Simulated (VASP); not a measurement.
GaP (zincblende type):

```
Ga P
1.0
     0.00000    2.71033    2.71033
     2.71033    0.00000    2.71033
     2.71033    2.71033    0.00000
Ga P
1 1
Direct
  0.00000 0.00000 0.00000
  0.25000 0.25000 0.25000
```

```yaml
Program: VASP 6.6.1
Task: relaxation of cell and atoms
Functional: PBE
Potentials_or_basis: VASP PAW PBE potentials, release 64 (Ga_d, P)
Cutoff: 600 eV
k_mesh: 13 × 13 × 13
Occupations: fermi-dirac, width 0.03 eV
Spin: no spin polarisation
```

At the start: pressure 4.0 GPa; volume 19.91 Å³/atom.

Problem. Where does the relaxation end?

Solution. Over 3 steps the energy falls by 11.2 meV/atom and the volume is 20.86 Å³/atom (+4.8 %); space group F-43m (No. 216, to 0.1 Å) before and after.

Step by step:
| step | energy change (eV) | largest force (eV/Å) | pressure (GPa) | volume (Å³) |
| --- | --- | --- | --- | --- |
| 1 | 0.0000 | 0.0000 | 3.96 | 39.82 |
| 2 | -0.0170 | 0.0000 | -1.69 | 42.72 |
| 3 | -0.0224 | 0.0000 | 0.00 | 41.72 |

Final structure:
```
CELL_PARAMETERS angstrom
0.00000 2.75275 2.75275
2.75275 0.00000 2.75275
2.75275 2.75275 0.00000
ATOMIC_POSITIONS crystal
Ga 0.00000 0.00000 0.00000
P 0.25000 0.25000 0.25000
```

Caveat: an odd mesh through Γ misses points on the zone boundary, where band edges can lie.
